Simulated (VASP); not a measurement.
# Tc (P6/mmm) in VASP: single point with LDA

Aim: the single point of Tc with LDA.

All numbers are computed with VASP 6.6.1; they aren't measurements. Logs are shortened: lines on timing, memory, paths and dates and some standing lists are left out, and cuts for length are marked.

## (1) The cell of the first run

It takes space group P6/mmm (No. 191, hexagonal). Conventional cell: a = 2.740 Å, b = 2.740 Å, c = 4.355 Å, α = 90.00°, β = 90.00°, γ = 120.00°. Within 3.6 Å of Tc (site symmetry 6/mmm) lie 6 Tc at 2.74 Å.

## (2) Single point, LDA

INCAR

```
  PREC = Accurate
  ENCUT = 500
  EDIFF = 1E-6
  ISMEAR = 1
  SIGMA = 0.02
  LREAL = F
  LASPH = T
  NELM = 120
  ALGO = Normal
  ISIF = 2
  LWAVE = F
  LCHARG = F
  NBANDS = 12
  GGA_COMPAT = F
```

KPOINTS

```
Automatic mesh
0
Gamma
  10 10 5
```

POSCAR

```
Tc
1.0
    2.7399100000      0.0000000000      0.0000000000
   -1.3699500000      2.3728300000      0.0000000000
    0.0000000000      0.0000000000      4.3554600000
Tc
1
Direct
    0.3333333333      0.6666666667      0.0000000000
```

Potentials or basis: VASP PAW LDA potentials, release 64 (Tc_pv).

Command:

```
> cat potpaw_LDA.64/Tc_pv/POTCAR > POTCAR
> mpirun -np 1 vasp_std > vasp.out
```

OUTCAR:

```text
PREC = Accurate
   ENCUT = 500
   EDIFF = 1E-6
   ISMEAR = 1
   LREAL = F
   LASPH = T
   NELM = 120
   ISIF = 2

 ion  position               nearest neighbor table
   1  0.333  0.667  0.000-

  LATTYP: Found a hexagonal cell.
 ALAT       =     2.7399100000
 C/A-ratio  =     1.5896361559

  Lattice vectors:

 A1 = (   2.7399100000,   0.0000000000,   0.0000000000)
 A2 = (  -1.3699500000,   2.3728300000,   0.0000000000)
 A3 = (   0.0000000000,   0.0000000000,   4.3554600000)

Analysis of symmetry for initial positions (statically):
=====================================================================
 Subroutine PRICEL returns:
 Original cell was already a primitive cell.

 Routine SETGRP: Setting up the symmetry group for a
 hexagonal supercell.

 Subroutine GETGRP returns: Found 24 space group operations
 (whereof 12 operations were pure point group operations)
 out of a pool of 24 trial point group operations.

The static configuration has the point symmetry D_3h.
 The point group associated with its full space group is D_6h.

Analysis of symmetry for dynamics (positions and initial velocities):
=====================================================================
 Subroutine PRICEL returns:
 Original cell was already a primitive cell.

 Routine SETGRP: Setting up the symmetry group for a
 hexagonal supercell.

 Subroutine GETGRP returns: Found 24 space group operations
 (whereof 12 operations were pure point group operations)
 out of a pool of 24 trial point group operations.

The dynamic configuration has the point symmetry D_3h.
 The point group associated with its full space group is D_6h.

 Subroutine INISYM returns: Found 24 space group operations
 (whereof 12 operations are pure point group operations),
 and found     1 'primitive' translations

----------------------------------------------------------------------------------------

                                     Primitive cell

  volume of cell :      28.3163

  direct lattice vectors                    reciprocal lattice vectors
     2.739910000  0.000000000  0.000000000     0.364975492  0.210718077  0.000000000
    -1.369950000  2.372830000  0.000000000     0.000000000  0.421437693  0.000000000
     0.000000000  0.000000000  4.355460000     0.000000000  0.000000000  0.229596874

  length of vectors
     2.739910000  2.739906059  4.355460000     0.421437086  0.421437693  0.229596874
[... 85 lines left out ...]
   ISIF   =      2    stress and relaxation
   ISYM   =      2    0-nonsym 1-usesym 2-fastsym
   POTIM  = 0.5000    time-step for ionic-motion
   TEBEG  =    0.0;   TEEND  =   0.0 temperature during run
   PSTRESS=    0.0 pullay stress
   NELECT =      13.0000    total number of electrons
   NUPDOWN=      -1.0000    fix difference up-down
   EMIN   =  10.00;   EMAX   =-10.00  energy-range for DOS
   EFERMI =   0.00;   METHOD = LEGACY
   ISMEAR =     1;   SIGMA  =   0.02  broadening in eV -4-tet -1-fermi 0-gaus
   EFERMI_NEDOS =   21; number of points for ismear=-14 and -15
   IALGO  =     38    algorithm
   IMIX   =      4    mixing-type and parameters
     AMIX     =   0.40;   BMIX     =  1.00
     AMIX_MAG =   1.60;   BMIX_MAG =  1.00
  volume/ion in A,a.u.               =      28.32       191.09
  Fermi-wavevector in a.u.,A,eV,Ry     =   1.262923  2.386579 21.700955  1.594975
  Thomas-Fermi vector in A             =   2.396307
   LORBIT       =      0    0 simple, 1 ext, 2 COOP (PROOUT), +10 PAW based schemes
   GGA     = CA    functional components
   LHFCALC =     F    Hartree Fock is set to
   AEXX    =    0.0000 exact exchange contribution
   IVDW    =     0    specifies the selected vdW correction
   LEPSILON=     F    determine dielectric tensor
   LRPA    =     F    only Hartree local field effects (RPA)
 non-spin polarized calculation
 Methfessel and Paxton  Order N= 1 SIGMA  =   0.02
  energy-cutoff  :      500.00
  volume of cell :       28.32
 maximum number of plane-waves:       738
 NGX is ok and might be reduce to    20
   NGX =  9   NGY =  9   NGZ = 15

 number of electron      12.9999997 magnetization

 Free energy of the ion-electron system (eV)
  ---------------------------------------------------
  ext. energy  EPLUGINS =         0.00000000
  ---------------------------------------------------
  free energy    TOTEN  =        -8.72212742 eV

  energy without entropy =       -8.72223135  energy(sigma->0) =       -8.72216206

 E-fermi :   3.9763     XC(G=0):  -9.9402

 val. band max:        3.9655931968   @ k =   0.1000   0.1000   0.2000
 cond. band min:       3.9879584738   @ k =   0.4000   0.2000   0.0000
 fundamental gap:      0.0223652769
 Fermi energy:         3.9763009188

 k-point     1 :       0.0000    0.0000    0.0000
  band No.  band energies     occupation
      1     -34.8329      2.00000
      2     -34.1803      2.00000
      3     -34.1803      2.00000
      4      -1.1196      2.00000
      5       1.5476      2.00000
      6       2.9860      2.00000
      7       2.9860      2.00000
      8       5.4381      0.00000
      9       5.4381      0.00000
     10       7.8665      0.00000
     11      13.3795      0.00000
     12      19.7352      0.00000
[... 331 lines left out ...]
 k-point    24 :       0.4000    0.1000    0.2000
  band No.  band energies     occupation
      1     -35.0433      2.00000
      2     -34.7026      2.00000
      3     -34.4465      2.00000
      4       0.2888      2.00000
      5       1.5627      2.00000
      6       4.0376     -0.00013
      7       4.3439     -0.00000
      8       5.3005      0.00000
      9       8.4415      0.00000
     10      11.7844      0.00000
     11      14.0374      0.00000
     12      15.8230      0.00000

 [... further k-points ...]

------------------------ aborting loop because EDIFF is reached ----------------------------------------

  FORCE on cell =-STRESS in cart. coord.  units (eV):
  Direction    XX          YY          ZZ          XY          YZ          ZX
  --------------------------------------------------------------------------------------
  -------------------------------------------------------------------------------------
  Total       -5.6753684     -5.6753605     -1.7889321     -0.0000120     -0.0000000      0.0000000
  in kB     -321.1202489   -321.1197985   -101.2202711     -0.0006767     -0.0000000      0.0000000
  external PRESSURE =    -247.8201061 kB  Pullay stress =       0.0000000 kB

 VOLUME and BASIS-vectors are now :
 -----------------------------------------------------------------------------
  energy-cutoff  :      500.00
  volume of cell :       28.32
      direct lattice vectors                 reciprocal lattice vectors
     2.739910000  0.000000000  0.000000000     0.364975492  0.210718077  0.000000000
    -1.369950000  2.372830000  0.000000000     0.000000000  0.421437693  0.000000000
     0.000000000  0.000000000  4.355460000     0.000000000  0.000000000  0.229596874

 POSITION                                       TOTAL-FORCE (eV/Angst)
 -----------------------------------------------------------------------------------
      0.00000      1.58189      0.00000         0.000000      0.000000      0.000000
 -----------------------------------------------------------------------------------
    total drift:                                0.000000     -0.000000     -0.000000

  FREE ENERGIE OF THE ION-ELECTRON SYSTEM (eV)
  ---------------------------------------------------
  free  energy   TOTEN  =        -8.7221274233 eV

  energy  without entropy=       -8.7222313459  energy(sigma->0) =       -8.72216206
```

OSZICAR:

```text
N       E                     dE             d eps       ncg     rms          rms(c)
DAV:   1     0.121813209319E+03    0.12181E+03   -0.76128E+03  1008   0.937E+02
DAV:   2    -0.752036714556E+01   -0.12933E+03   -0.12618E+03  1108   0.272E+02
DAV:   3    -0.947696605786E+01   -0.19566E+01   -0.19506E+01  1160   0.419E+01
DAV:   4    -0.948680753652E+01   -0.98415E-02   -0.98411E-02  1108   0.337E+00
DAV:   5    -0.948689786573E+01   -0.90329E-04   -0.90329E-04  1148   0.322E-01    0.879E+00
DAV:   6    -0.877244758117E+01    0.71445E+00   -0.15694E+00  1036   0.122E+01    0.184E+00
DAV:   7    -0.872904282591E+01    0.43405E-01   -0.92297E-02  1108   0.203E+00    0.736E-01
DAV:   8    -0.872322263326E+01    0.58202E-02   -0.22090E-03  1116   0.383E-01    0.318E-01
DAV:   9    -0.872212087559E+01    0.11018E-02   -0.77312E-04  1120   0.280E-01    0.353E-02
DAV:  10    -0.872212645045E+01   -0.55749E-05   -0.16359E-05  1140   0.375E-02    0.111E-02
DAV:  11    -0.872212742334E+01   -0.97289E-06   -0.16025E-06   752   0.970E-03
   1 F= -.87221274E+01 E0= -.87221621E+01  d E =0.103923E-03
```

stdout:

```text
POSCAR found type information on POSCAR Tc
 POSCAR found :  1 types and       1 ions
 scaLAPACK will be used
 LDA part: xc-table for (Slater(with rela. corr.)+CA(PZ))
 , standard interpolation
 POSCAR, INCAR and KPOINTS ok, starting setup
 FFT: planning ... GRIDC
 FFT: planning ... GRID_SOFT
 FFT: planning ... GRID
 WAVECAR not read
 entering main loop
```

It took 18 s on 1 thread of Intel Xeon 8259CL, shared host; peak memory 0.13 GiB.

What came out:

* Free energy: -8.7221 eV
* Pressure: -24.8 GPa
